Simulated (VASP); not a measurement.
Crystal: Cu.

```
Cu
1.0
     2.53410    0.00000    0.00000
    -1.26705    2.19459    0.00000
     0.00000    0.00000    4.11257
Cu
2
Direct
  0.66667 0.33333 0.75000
  0.33333 0.66667 0.25000
```

- Program: VASP 6.6.1
- Task: relaxation of cell and atoms
- Functional: RPBE
- Potentials or basis: VASP PAW PBE potentials, release 64 (Cu)
- Cutoff: 600 eV
- k mesh: 12 × 12 × 7
- Occupations: fermi-dirac, width 0.05 eV
- Spin: no spin polarisation

At the start: pressure 13.2 GPa; volume 11.44 Å³/atom.

Where does the relaxation end?

Over 13 steps the energy falls by 39.6 meV/atom and the volume is 12.49 Å³/atom (+9.2 %); space group P6_3/mmc (No. 194, to 0.05 Å).

The path:
| step | energy change (eV) | largest force (eV/Å) | pressure (GPa) | volume (Å³) |
| --- | --- | --- | --- | --- |
| 1 | 0.0000 | 0.0000 | 13.24 | 22.87 |
| 2 | -0.0609 | 0.0000 | -4.80 | 26.14 |
| 3 | -0.0793 | 0.0000 | 0.09 | 24.97 |
| 4 | -0.0792 | 0.0000 | -0.17 | 25.01 |
| 5 | -0.0793 | 0.0000 | 0.17 | 24.97 |
| 6 | -0.0793 | 0.0000 | 0.08 | 24.97 |
| 7 | -0.0793 | 0.0000 | 0.56 | 24.97 |
| 8 | -0.0793 | 0.0000 | -0.08 | 25.00 |
| 9 | -0.0793 | 0.0000 | -0.07 | 25.00 |
| 10 | -0.0793 | 0.0000 | -0.06 | 24.99 |
| 11 | -0.0793 | 0.0000 | -0.05 | 24.99 |
| 12 | -0.0793 | 0.0000 | -0.03 | 24.98 |
| 13 | -0.0793 | 0.0000 | 0.02 | 24.98 |

Final structure:
```
CELL_PARAMETERS angstrom
2.60993 0.00000 0.00000
-1.30496 2.26026 0.00000
0.00000 0.00000 4.23447
ATOMIC_POSITIONS crystal
Cu 0.66667 0.33333 0.75000
Cu 0.33333 0.66667 0.25000
```

Caveat: the PAW data sets were made with another functional, which shifts forces and pressure a little.
